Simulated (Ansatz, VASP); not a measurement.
**Two plane-wave programs on MnS**

INCAR

```
SYSTEM = MnS
ALGO = Normal
EDIFF = 1E-6
ENCUT = 600
GGA = PS
GGA_COMPAT = .FALSE.
ISIF = 2
ISMEAR = -1
ISPIN = 2
LASPH = .TRUE.
LCHARG = .TRUE.
LELF = .TRUE.
LMAXMIX = 4
LORBIT = 11
LREAL = .FALSE.
LVHAR = .TRUE.
LWAVE = .FALSE.
MAGMOM = 4 0
NBANDS = 22
NELM = 200
NUPDOWN = 4.0
PREC = Accurate
SIGMA = 0.05
```

The input KPOINTS:

```
k-points
0
G
  7 7 7
  0 0 0
```

File POSCAR:

```
MnS
1.0
    0.0000000000      2.6045000000      2.6045000000
    2.6045000000      0.0000000000      2.6045000000
    2.6045000000      2.6045000000      0.0000000000
Mn S
1 1
Direct
    0.0000000000      0.0000000000      0.0000000000
    0.5000000000      0.5000000000      0.5000000000
```

File input.yaml:

```yaml
crystal:
  lattice:
    - [0.0, 2.6045, 2.6045]
    - [2.6045, 0.0, 2.6045]
    - [2.6045, 2.6045, 0.0]
  atoms:
    - { symbol: Mn, position: [0.0, 0.0, 0.0], spin: 4.0 }
    - { symbol: S, position: [0.5, 0.5, 0.5] }
hamiltonian:
  xc: pbesol
  pseudopotentials: { kind: paw }
magnetization:
  spin_polarized: true
  initial_magnetization: 4.0
  spin_locking: { lock_magnetization: hard }
kpoints:
  mp_grid: { grid: [7, 7, 7] }
scf:
  occupations: { method: fermi_dirac, width: 0.05 }
  lower_state_search: "off"
output:
  forces: true
  stress: true
  eigenvalues: true
```

Alike in both runs: task single point; functional PBEsol; k mesh 7 × 7 × 7; occupations fermi-dirac, width 0.05 eV; collinear spin; fixed moment 4 μB.

|  | VASP | Ansatz |
| --- | --- | --- |
| version | VASP 6.6.1 | Ansatz 0.2.0 |
| potentials or method | VASP PAW PBE potentials, release 64 (Mn_sv, S) | Ansatz PAW |
| plane-wave cutoff (eV) | 600 | 420 |
| valence electrons in the cell | 21 | 21 |

Ansatz gave:

| Property | Result |
| --- | --- |
| pressure (GPa) | -14.0 |
| net moment per atom (μB) | 2.00 |
| size of the moment on the site where the two differ most (μB) | 3.75 |

Q: What did VASP give for the same quantities?

A: Pressure (GPa): -14.7; net moment per atom (μB): 2.00; size of the moment on the site where the two differ most (μB): 3.61.

VASP's potentials were made for PBE, not for PBEsol. Site moments also hang on the region over which each program counts them. The functional is the same, so the differences come from potentials, cutoffs and numerics.
